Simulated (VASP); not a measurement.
Set up this calculation in VASP 6.6.1, as the native input.

- Task: single point
- Functional: PBE
- Potentials or basis: VASP PAW PBE potentials, release 64 (Ti_sv, Al)
- Cutoff: 520 eV
- k mesh: 14 × 14 × 22
- Occupations: gaussian, width 0.1 eV
- Spin: no spin polarisation
- Dipole correction: no
- Further INCAR settings: ALGO = Fast; EDIFF = 1e-07; NBANDS = 14

The structure of TiAl lies in POSCAR:

```
TiAl
1.0
    3.8092716614      0.0000000000      0.0000000000
    0.0000000000      3.8092716614      0.0000000000
    0.0000000000      0.0000000000      2.5998674972
Ti Al
1 1
Direct
    0.0000000000      0.0000000000      0.5000000000
    0.5000000000      0.5000000000      0.5000000000
```

The cell was built from a structure type or drawn by symmetry, and may not be a known phase.

These files were run (other wordings do the same):

INCAR

```
SYSTEM = TiAl
ALGO = Fast ; EDIFF = 1E-7
ENCUT = 520 ; GGA = PE
ISIF = 2 ; ISMEAR = 0
LASPH = .True. ; LCHARG = .True.
LELF = .True. ; LREAL = .False.
LVHAR = .True. ; LWAVE = .False.
NBANDS = 14 ; NELM = 60
PREC = Accurate ; SIGMA = 0.1
```

KPOINTS

```
k-points
0
Gamma
  14 14 22
  0 0 0
```

Potentials or basis: VASP PAW PBE potentials, release 64 (Ti_sv, Al).

Command:

```console
$ cat potpaw_PBE.64/Ti_sv/POTCAR potpaw_PBE.64/Al/POTCAR > POTCAR
$ mpirun -np 1 vasp_std > vasp.out
```

Results of the run:

| Property | Result |
| --- | --- |
| Pressure | -0.1 GPa |
| Band gap on the k mesh | zero (an odd number of electrons rules out a gap without spin polarisation) |

Run time: 4.5 min on 1 thread of Intel(R) Xeon(R) Platinum 8488C (Sapphire Rapids), on a shared host, peak memory 0.34 GiB.
